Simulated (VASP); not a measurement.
# InGa3P4 (P-43m) in VASP: single point with PBEsol

Aim: the single point of InGa3P4 with PBEsol.

Everything below comes from runs of VASP 6.6.1. Logs are shortened: lines on timing, memory, paths and dates and some standing lists are left out, and cuts for length are marked.

### 1 The cell of the first run

The structure is cubic, space group P-43m (No. 215). Conventional cell: a = 5.549 Å, b = 5.549 Å, c = 5.549 Å, α = 90.00°, β = 90.00°, γ = 90.00°. Ga (site symmetry -42m) has 4 P at 2.37 Å within 3.1 Å. Within 3.3 Å of In (site symmetry -43m) lie 4 P at 2.50 Å. P (site symmetry 3m) has 3 Ga at 2.37 Å and 1 In at 2.50 Å within 3.1 Å.

### 2 Single point, PBEsol

Input file INCAR:

```
SYSTEM = InGa3P4
  PREC = Accurate
  ENCUT = 520
  EDIFF = 1E-7
  ISMEAR = 0
  SIGMA = 0.01
  LREAL = .False.
  LASPH = .True.
  NELM = 60
  ALGO = Normal
  ISIF = 2
  LWAVE = .False.
  LCHARG = .False.
  GGA = PS
  NBANDS = 46
```

Input file KPOINTS:

```
Automatic mesh
0
Gamma
  6 6 6
  0 0 0
```

Input file POSCAR:

```
InGa3P4
1.0
    5.5493789758      0.0000000000      0.0000000000
    0.0000000000     -5.5493789758      0.0000000000
    0.0000000000      0.0000000000     -5.5493789758
Ga In P
3 1 4
Direct
    0.0000000000      1.0000000000      1.0000000000
    0.5000000000      0.5000000000      1.0000000000
    0.0000000000      0.5000000000      0.5000000000
    0.5000000000      1.0000000000      0.5000000000
    0.2398503573      0.2601496427      0.2398503573
    0.7601496427      0.7398503573      0.2398503573
    0.7601496427      0.2601496427      0.7601496427
    0.2398503573      0.7398503573      0.7601496427
```

Potentials or basis: VASP PAW PBE potentials, release 64 (Ga_d, In_d, P).

On the command line:

```
$ cat potpaw_PBE.64/Ga_d/POTCAR potpaw_PBE.64/In_d/POTCAR potpaw_PBE.64/P/POTCAR > POTCAR
$ mpirun -np 1 vasp_std > vasp.out
```

OUTCAR:

```text
SYSTEM = InGa3P4
   PREC = Accurate
   ENCUT = 520
   EDIFF = 1E-7
   ISMEAR = 0
   LREAL = .False.
   LASPH = .True.
   NELM = 60
   ISIF = 2
   GGA = PS

 ion  position               nearest neighbor table
   1  0.000  0.000  0.000-   5 2.37   6 2.37   7 2.37   8 2.37
   2  0.500  0.500  0.000-   5 2.37   6 2.37   7 2.37   8 2.37
   3  0.000  0.500  0.500-   5 2.37   6 2.37   7 2.37   8 2.37
   4  0.500  0.000  0.500-   5 2.50   6 2.50   7 2.50   8 2.50
   5  0.240  0.260  0.240-   1 2.37   2 2.37   3 2.37   4 2.50
   6  0.760  0.740  0.240-   1 2.37   2 2.37   3 2.37   4 2.50
   7  0.760  0.260  0.760-   1 2.37   2 2.37   3 2.37   4 2.50
   8  0.240  0.740  0.760-   1 2.37   2 2.37   3 2.37   4 2.50

  LATTYP: Found a simple cubic cell.
 ALAT       =     5.5493789758

  Lattice vectors:

 A1 = (   5.5493789758,   0.0000000000,   0.0000000000)
 A2 = (   0.0000000000,  -5.5493789758,   0.0000000000)
 A3 = (   0.0000000000,   0.0000000000,  -5.5493789758)

Analysis of symmetry for initial positions (statically):
=====================================================================
 Subroutine PRICEL returns:
 Original cell was already a primitive cell.

 Routine SETGRP: Setting up the symmetry group for a
 simple cubic supercell.

 Subroutine GETGRP returns: Found 24 space group operations
 (whereof  8 operations were pure point group operations)
 out of a pool of 48 trial point group operations.

The static configuration has the point symmetry D_2d.
 The point group associated with its full space group is T_d .

Analysis of symmetry for dynamics (positions and initial velocities):
=====================================================================
 Subroutine PRICEL returns:
 Original cell was already a primitive cell.

 Routine SETGRP: Setting up the symmetry group for a
 simple cubic supercell.

 Subroutine GETGRP returns: Found 24 space group operations
 (whereof  8 operations were pure point group operations)
 out of a pool of 48 trial point group operations.

The dynamic configuration has the point symmetry D_2d.
 The point group associated with its full space group is T_d .

 Subroutine INISYM returns: Found 24 space group operations
 (whereof  8 operations are pure point group operations),
 and found     1 'primitive' translations

----------------------------------------------------------------------------------------

                                     Primitive cell

  volume of cell :     170.8965

  direct lattice vectors                    reciprocal lattice vectors
     5.549378976  0.000000000  0.000000000     0.180200344  0.000000000  0.000000000
     0.000000000 -5.549378976  0.000000000     0.000000000 -0.180200344  0.000000000
     0.000000000  0.000000000 -5.549378976     0.000000000  0.000000000 -0.180200344

  length of vectors
     5.549378976  5.549378976  5.549378976     0.180200344  0.180200344  0.180200344

  position of ions in fractional coordinates (direct lattice)
     0.000000000  0.000000000  0.000000000
     0.500000000  0.500000000  0.000000000
     0.000000000  0.500000000  0.500000000
     0.500000000  0.000000000  0.500000000
     0.239850357  0.260149643  0.239850357
     0.760149643  0.739850357  0.239850357
     0.760149643  0.260149643  0.760149643
     0.239850357  0.739850357  0.760149643

  ion indices of the primitive-cell ions
   primitive index   ion index
                 1           1
                 2           2
                 3           3
                 4           4
                 5           5
                 6           6
                 7           7
                 8           8

----------------------------------------------------------------------------------------

 KPOINTS: Automatic mesh

Automatic generation of k-mesh.
 Grid dimensions read from file:
 generate k-points for:    6    6    6

 Generating k-lattice:

  Cartesian coordinates                     Fractional coordinates (reciprocal lattice)
     0.030033391  0.000000000  0.000000000     0.166666667  0.000000000  0.000000000
     0.000000000 -0.030033391  0.000000000     0.000000000  0.166666667  0.000000000
     0.000000000  0.000000000 -0.030033391     0.000000000  0.000000000  0.166666667

  Length of vectors
     0.030033391  0.030033391  0.030033391

  Shift w.r.t. Gamma in fractional coordinates (k-lattice)
     0.000000000  0.000000000  0.000000000

 Subroutine IBZKPT returns following result:
 ===========================================

 Found     20 irreducible k-points:

 Following reciprocal coordinates:
            Coordinates               Weight
  0.000000  0.000000  0.000000      1.000000
  0.166667  0.000000  0.000000      6.000000
  0.333333  0.000000  0.000000      6.000000
  0.500000  0.000000  0.000000      3.000000
  0.166667  0.166667  0.000000     12.000000
  0.333333  0.166667  0.000000     24.000000
[... 12 lines left out ...]
  0.500000  0.500000  0.333333      6.000000
  0.500000  0.500000  0.500000      1.000000
   k-points           NKPTS =     20   k-points in BZ     NKDIM =     20   number of bands    NBANDS=     46
   number of dos      NEDOS =    301   number of ions     NIONS =      8
   total plane-waves  NPLWV =  74088
   dimension x,y,z NGX =    42 NGY =   42 NGZ =   42
   dimension x,y,z NGXF=    84 NGYF=   84 NGZF=   84
   ions per type =               3   1   4
   NGX,Y,Z   is equivalent  to a cutoff of  12.58, 12.58, 12.58 a.u.
   NGXF,Y,Z  is equivalent  to a cutoff of  25.16, 25.16, 25.16 a.u.
 SYSTEM =  InGa3P4
   PREC   = accura    normal or accurate (medium, high low for compatibility)
   ISTART =      0    job   : 0-new  1-cont  2-samecut
   ICHARG =      2    charge: 1-file 2-atom 10-const
   ISPIN  =      1    spin polarized calculation?
   LNONCOLLINEAR =      F non collinear calculations
   LSORBIT =      F    spin-orbit coupling
   LASPH  =      T    aspherical Exc in radial PAW
   ENCUT  =  520.0 eV  38.22 Ry    6.18 a.u.  10.32 10.32 10.32*2*pi/ulx,y,z
   NELM   =     60;   NELMIN=  2; NELMDL= -5     # of ELM steps
   EDIFF  = 0.1E-06   stopping-criterion for ELM
   LREAL  =      F    real-space projection
   EDIFFG = 0.1E-05   stopping-criterion for IOM
   NSW    =      0    number of steps for IOM
   IBRION =     -1    ionic relax: 0-MD 1-quasi-New 2-CG
   NFREE  =      0    steps in history (QN), initial steepest desc. (CG)
   ISIF   =      2    stress and relaxation
   ISYM   =      2    0-nonsym 1-usesym 2-fastsym
   POTIM  = 0.5000    time-step for ionic-motion
   TEBEG  =    0.0;   TEEND  =   0.0 temperature during run
   PSTRESS=    0.0 pullay stress
   NELECT =      72.0000    total number of electrons
   NUPDOWN=      -1.0000    fix difference up-down
   EMIN   =  10.00;   EMAX   =-10.00  energy-range for DOS
   EFERMI =   0.00;   METHOD = LEGACY
   ISMEAR =     0;   SIGMA  =   0.01  broadening in eV -4-tet -1-fermi 0-gaus
   EFERMI_NEDOS =   21; number of points for ismear=-14 and -15
   IALGO  =     38    algorithm
   IMIX   =      4    mixing-type and parameters
     AMIX     =   0.40;   BMIX     =  1.00
     AMIX_MAG =   1.60;   BMIX_MAG =  1.00
  volume/ion in A,a.u.               =      21.36       144.16
  Fermi-wavevector in a.u.,A,eV,Ry     =   1.227273  2.319210 20.493091  1.506200
  Thomas-Fermi vector in A             =   2.362243
   LORBIT       =      0    0 simple, 1 ext, 2 COOP (PROOUT), +10 PAW based schemes
   GGA     = PS    functional components
   LHFCALC =     F    Hartree Fock is set to
   AEXX    =    0.0000 exact exchange contribution
   IVDW    =     0    specifies the selected vdW correction
   LEPSILON=     F    determine dielectric tensor
   LRPA    =     F    only Hartree local field effects (RPA)
 non-spin polarized calculation
 Gauss-broadening in eV      SIGMA  =   0.01
  energy-cutoff  :      520.00
  volume of cell :      170.90
 maximum number of plane-waves:      4636
 NGX is ok and might be reduce to    42
   NGX = 21   NGY = 21   NGZ = 21

 number of electron      71.9999992 magnetization

 Free energy of the ion-electron system (eV)
  ---------------------------------------------------
  ext. energy  EPLUGINS =         0.00000000
  ---------------------------------------------------
  free energy    TOTEN  =       -38.75958845 eV

  energy without entropy =      -38.75958845  energy(sigma->0) =      -38.75958845

 E-fermi :   4.8707     XC(G=0):  -9.8948

 val. band max:        4.7753806336   @ k =   0.0000   0.0000   0.0000
 cond. band min:       5.9422374376   @ k =   0.0000   0.0000   0.0000
 fundamental gap:      1.1668568040
 Fermi energy:         4.8706750579

 k-point     1 :       0.0000    0.0000    0.0000
  band No.  band energies     occupation
      1      -9.8855      2.00000
      2      -9.8855      2.00000
      3      -9.8855      2.00000
      4      -9.7824      2.00000
      5      -9.7824      2.00000
      6      -9.7824      2.00000
[... 38 lines left out ...]
     45       8.6913      0.00000
     46       8.6913      0.00000

 k-point     2 :       0.1667    0.0000    0.0000
  band No.  band energies     occupation
      1      -9.8816      2.00000
      2      -9.8816      2.00000
      3      -9.8806      2.00000
      4      -9.7895      2.00000
      5      -9.7806      2.00000
      6      -9.7806      2.00000
[... 38 lines left out ...]
     45       9.1317      0.00000
     46       9.1317      0.00000

 k-point     3 :       0.3333    0.0000    0.0000
  band No.  band energies     occupation
      1      -9.8730      2.00000
      2      -9.8730      2.00000
      3      -9.8679      2.00000
      4      -9.8060      2.00000
      5      -9.7759      2.00000
      6      -9.7759      2.00000
[... 822 lines left out ...]
     45       9.6412      0.00000
     46       9.7323      0.00000

 k-point    20 :       0.5000    0.5000    0.5000
  band No.  band energies     occupation
      1      -9.8649      2.00000
      2      -9.8495      2.00000
      3      -9.8495      2.00000
      4      -9.8495      2.00000
      5      -9.7755      2.00000
      6      -9.7755      2.00000
[... 38 lines left out ...]
     45       9.5578      0.00000
     46       9.5698      0.00000

------------------------ aborting loop because EDIFF is reached ----------------------------------------

  FORCE on cell =-STRESS in cart. coord.  units (eV):
  Direction    XX          YY          ZZ          XY          YZ          ZX
  --------------------------------------------------------------------------------------
  -------------------------------------------------------------------------------------
  Total       -0.0493213     -0.0493213     -0.0493213     -0.0000000     -0.0000000     -0.0000000
  in kB       -0.4623933     -0.4623933     -0.4623933     -0.0000000     -0.0000000     -0.0000000
  external PRESSURE =      -0.4623933 kB  Pullay stress =       0.0000000 kB

 VOLUME and BASIS-vectors are now :
 -----------------------------------------------------------------------------
  energy-cutoff  :      520.00
  volume of cell :      170.90
      direct lattice vectors                 reciprocal lattice vectors
     5.549378976  0.000000000  0.000000000     0.180200344  0.000000000  0.000000000
     0.000000000 -5.549378976  0.000000000     0.000000000 -0.180200344  0.000000000
     0.000000000  0.000000000 -5.549378976     0.000000000  0.000000000 -0.180200344

 POSITION                                       TOTAL-FORCE (eV/Angst)
 -----------------------------------------------------------------------------------
      0.00000      0.00000      0.00000         0.000000     -0.000000     -0.000000
      2.77469     -2.77469      0.00000         0.000000     -0.000000     -0.000000
      0.00000     -2.77469     -2.77469         0.000000     -0.000000     -0.000000
      2.77469      0.00000     -2.77469         0.000000     -0.000000     -0.000000
      1.33102     -1.44367     -1.33102        -0.003305     -0.003305      0.003305
      4.21836     -4.10571     -1.33102         0.003305      0.003305      0.003305
      4.21836     -1.44367     -4.21836         0.003305     -0.003305     -0.003305
      1.33102     -4.10571     -4.21836        -0.003305      0.003305     -0.003305
 -----------------------------------------------------------------------------------
    total drift:                                0.000000     -0.000000      0.000000

  FREE ENERGIE OF THE ION-ELECTRON SYSTEM (eV)
  ---------------------------------------------------
  free  energy   TOTEN  =       -38.7595884480 eV

  energy  without entropy=      -38.7595884480  energy(sigma->0) =      -38.75958845
```

It took 1.7 min on 1 thread of Intel Xeon 6975P-C (Granite Rapids), shared host; peak memory 0.33 GiB.

Results:

* Free energy: -38.7596 eV
* Pressure: 0.0 GPa
* Largest force: 0.006 eV/Å
* Band gap on the k mesh: 1.17 eV, direct

Forces in eV/Å, atoms in the order of the input:
```
Ga   0.000  0.000  0.000
Ga   0.000  0.000  0.000
Ga   0.000  0.000  0.000
In   0.000  0.000  0.000
P   -0.003 -0.003  0.003
P    0.003  0.003  0.003
P    0.003 -0.003 -0.003
P   -0.003  0.003 -0.003
```

Caveat: the PAW data sets were made with another functional, which shifts forces and pressure a little; spin-orbit coupling is left out, which moves the levels of the heavy elements.
